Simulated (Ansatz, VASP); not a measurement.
## One calculation of H, two programs

```
CELL_PARAMETERS angstrom
0.00000 1.14208 1.14208
1.14208 0.00000 1.14208
1.14208 1.14208 0.00000
ATOMIC_POSITIONS crystal
H 0.00000 0.00000 0.00000
```

Alike in both runs: functional PBE; k mesh 8 × 8 × 8; occupations gaussian, width 0.1 eV; no spin polarisation.

Ansatz relaxed the structure, and its values are those at the end. VASP's run is a single point on that final structure, the one shown.

|  | VASP | Ansatz |
| --- | --- | --- |
| version | VASP 6.6.1 | Ansatz 0.2.0 |
| potentials or method | VASP PAW PBE potentials, release 64 (H), cutoff 500 eV | scalar-relativistic, plane waves, PAW |
| valence electrons in the cell | 1 | 1 |

```csv
,VASP,Ansatz,Ansatz less VASP
gap on the k mesh at the Fermi level (eV),none,none,-
pressure (GPa),-0.7,0.1,+0.78
```

A gap of «none» marks a metal or a gap that the smearing closes. The functional is the same, so the differences come from potentials, cutoffs and numerics.

The k mesh is coarse, so the values compare programs but aren't converged.
